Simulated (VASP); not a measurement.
A run of VASP 6.6.1 is set up as follows.

POSCAR

```
PbO2
1.0
    0.0000000000      2.6581268753      2.6581268753
    2.6581268753      0.0000000000      2.6581268753
    2.6581268753      2.6581268753      0.0000000000
Pb O
1 2
Direct
    0.0000000000      0.0000000000      0.0000000000
    0.2500000000      0.2500000000      0.2500000000
    0.7500000000      0.7500000000      0.7500000000
```

Contents of INCAR.step1:

```
SYSTEM = PbO2
ALGO = Normal ; EDIFF = 1E-4
ENCUT = 520 ; GGA = PE
ISMEAR = 0 ; LASPH = .TRUE.
LCHARG = .FALSE. ; LREAL = .FALSE.
LWAVE = .TRUE. ; NBANDS = 20
NELM = 80 ; PREC = Accurate
SIGMA = 0.1
```

File INCAR.step2:

```
SYSTEM = PbO2
ALGO = Normal ; EDIFF = 1E-6
ENCUT = 520 ; ISIF = 2
ISMEAR = 0 ; ISTART = 1
LASPH = .TRUE. ; LCHARG = .FALSE.
LMIXTAU = .TRUE. ; LREAL = .FALSE.
LWAVE = .FALSE. ; METAGGA = R2SCAN
NBANDS = 20 ; NELM = 80
PREC = Accurate ; SIGMA = 0.1
```

KPOINTS

```
k-points
0
G
  8 8 8
  0 0 0
```

Potentials or basis: VASP PAW PBE potentials, release 64 (Pb_d, O).

Command:

```console
$ cat potpaw_PBE.64/Pb_d/POTCAR potpaw_PBE.64/O/POTCAR > POTCAR
$ cp INCAR.step1 INCAR
$ mpirun -np 1 vasp_std > vasp.out
$ cp INCAR.step2 INCAR
$ mpirun -np 1 vasp_std > vasp.out
```

Estimate the band gap on the k mesh.

zero (bands 13 and 14 overlap by 1.35 eV).

What does it give for the pressure?

1.2 GPa.

Caveat: the PAW data sets were made with another functional, which shifts forces and pressure a little; spin-orbit coupling is left out, which moves the levels of the heavy elements.
